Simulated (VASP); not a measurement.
A run of VASP 6.6.1 is set up as follows.

File INCAR:

```
SYSTEM = AgI
  PREC = Accurate
  ENCUT = 500
  EDIFF = 1E-6
  ISMEAR = 0
  SIGMA = 0.3
  LREAL = .FALSE.
  LASPH = .TRUE.
  NELM = 120
  ALGO = Normal
  ISIF = 2
  LWAVE = .FALSE.
  LCHARG = .TRUE.
  GGA = LIBXC
  LIBXC1 = LDA_X
  LIBXC2 = GGA_C_PBE
  LELF = .TRUE.
  LVHAR = .TRUE.
  NBANDS = 16
  GGA_COMPAT = .FALSE.
```

Contents of KPOINTS:

```
Automatic mesh
0
G
  5 5 5
  0 0 0
```

POSCAR

```
AgI
1.0
    0.0000000000      3.2365000000      3.2365000000
    3.2365000000      0.0000000000      3.2365000000
    3.2365000000      3.2365000000      0.0000000000
Ag I
1 1
Direct
    0.0000000000      0.0000000000      0.0000000000
    0.2500000000      0.2500000000      0.2500000000
```

Potentials or basis: VASP PAW PBE potentials, release 64 (Ag, I).

The run is started by

```sh
$ cat potpaw_PBE.64/Ag/POTCAR potpaw_PBE.64/I/POTCAR > POTCAR
$ mpirun -np 1 vasp_std > vasp.out
```

(1) Predict the band gap on the k mesh.

(2) Estimate the pressure.

Answers

(1) 0.87 eV.

(2) -6.7 GPa.

Caveat: the cell stands under tension; so wide a smearing shifts energies and pressures; the PAW data sets were made with another functional, which shifts forces and pressure a little; spin-orbit coupling is left out, which moves the levels of the heavy elements.
